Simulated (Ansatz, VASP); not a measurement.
# One calculation of CaO, two programs

```xyz
2
Lattice="0.0000 2.4151 2.4151 2.4151 0.0000 2.4151 2.4151 2.4151 0.0000" Properties=species:S:1:pos:R:3 pbc="T T T"
Ca    0.0000    0.0000    0.0000
O     2.4151    2.4151    2.4151
```

Alike in both runs: functional PBE; k mesh 8 × 8 × 8; occupations gaussian, width 0.02 eV; no spin polarisation.

Ansatz relaxed the structure, and its values are those at the end. VASP's run is a single point on that final structure, the one shown.

|  | VASP | Ansatz |
| --- | --- | --- |
| version | VASP 6.6.1 | Ansatz 0.2.0 |
| potentials or method | VASP PAW PBE potentials, release 64 (Ca_sv, O), cutoff 520 eV | scalar-relativistic, plane waves, PAW |
| valence electrons in the cell | 16 | 16 |

VASP gave:

- gap on the k mesh at the Fermi level (eV): 3.64
- least direct gap on the mesh (eV): 4.02
- pressure (GPa): 0.6

Task: Which values does Ansatz return?

Result: gap on the k mesh at the Fermi level (eV): 3.66; least direct gap on the mesh (eV): 4.03; pressure (GPa): 0.0.
